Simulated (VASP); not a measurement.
SmHfW, 3 atoms in the cell. Symmetry: P4/mmm, No. 123, tetragonal system. The conventional cell has a = 3.794 Å, b = 3.794 Å, c = 4.002 Å, α = 90.00°, β = 90.00°, γ = 90.00°. Within 3.5 Å of Sm (site symmetry 4/mmm) lie 4 Hf at 2.68 Å and 8 W at 3.35 Å. Hf (site symmetry 4/mmm) has 2 W at 2.00 Å and 4 Sm at 2.68 Å within 2.7 Å. Within 2.7 Å of W (site symmetry 4/mmm) lie 2 Hf at 2.00 Å. The cell was generated, and may not be a known phase.

```yaml
Program: VASP 6.6.1
Task: single point
Functional: PBE
Potentials_or_basis: VASP PAW PBE potentials, release 64 (Sm_3, Hf_pv, W_sv), 4f in core
Cutoff: 500 eV
k_mesh: 4 × 4 × 4
Occupations: gaussian, width 0.1 eV
Spin: no spin polarisation
Dipole_correction: no
Further_INCAR_settings: ALGO = Normal; EDIFF = 1e-06; NBANDS = 24
```

Potentials or basis: VASP PAW PBE potentials, release 64 (Sm_3, Hf_pv, W_sv), 4f in core.

Launch:

```bash
$ cat potpaw_PBE.64/Sm_3/POTCAR potpaw_PBE.64/Hf_pv/POTCAR potpaw_PBE.64/W_sv/POTCAR > POTCAR
$ mpirun -np 1 vasp_std > vasp.out
```

Hardware: 1 thread of Intel(R) Xeon(R) 6975P-C (Granite Rapids), on a shared host.

Task: Estimate the wall time of this run.

Result: It took 11 s on 1 thread of Intel(R) Xeon(R) 6975P-C (Granite Rapids) (shared host), peak memory 0.18 GiB. Counts: scf iterations 14, k points 18.
